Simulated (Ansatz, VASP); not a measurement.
# Two plane-wave programs on Be4S

```xyz
10
Lattice="3.8505 0.0000 0.0000 0.7426 4.6946 0.0000 0.0838 0.1275 6.6460" Properties=species:S:1:pos:R:3 pbc="T T T"
Be    0.5325    1.8472    4.4624
Be    0.4285    2.0571    2.3895
Be    2.1146    4.5561    5.2108
Be    2.9599    0.4441    1.5614
Be    1.3217    1.1026    0.2028
Be    3.1389    3.5861    3.4103
Be    1.0975    4.7542    3.2748
Be    3.3018    0.6322    5.9317
S     2.3852    2.5060    5.1399
S     2.2535    2.6250    1.6466
```

Change from the starting cell: the structure that the rattled cell fell into.

Alike in both runs: task single point; functional PBE; k mesh 4 × 4 × 4; occupations gaussian, width 0.1 eV; no spin polarisation.

```csv
,VASP,Ansatz
version,VASP 6.6.1,Ansatz 0.2.0
potentials or method,"VASP PAW PBE potentials, release 64 (Be, S), cutoff 520 eV","scalar-relativistic, plane waves, PAW"
valence electrons in the cell,28,28
```

|  | VASP | Ansatz | Ansatz less VASP |
| --- | --- | --- | --- |
| gap on the k mesh at the Fermi level (eV) | none | none | - |
| pressure (GPa) | -0.7 | -0.7 | -0.04 |
| traceless stress, the component that is largest in VASP (GPa) | -0.80 | -0.80 | -0.005 |
| rms of the force components (eV/Å) | 0.210 | 0.209 | -0.0014 |

Atom by atom the forces differ by 0.004 eV/Å (rms over components). A gap of «none» marks a metal or a gap that the smearing closes. The functional is the same, so the differences come from potentials, cutoffs and numerics.

The k mesh is coarse, so the values compare programs but aren't converged.
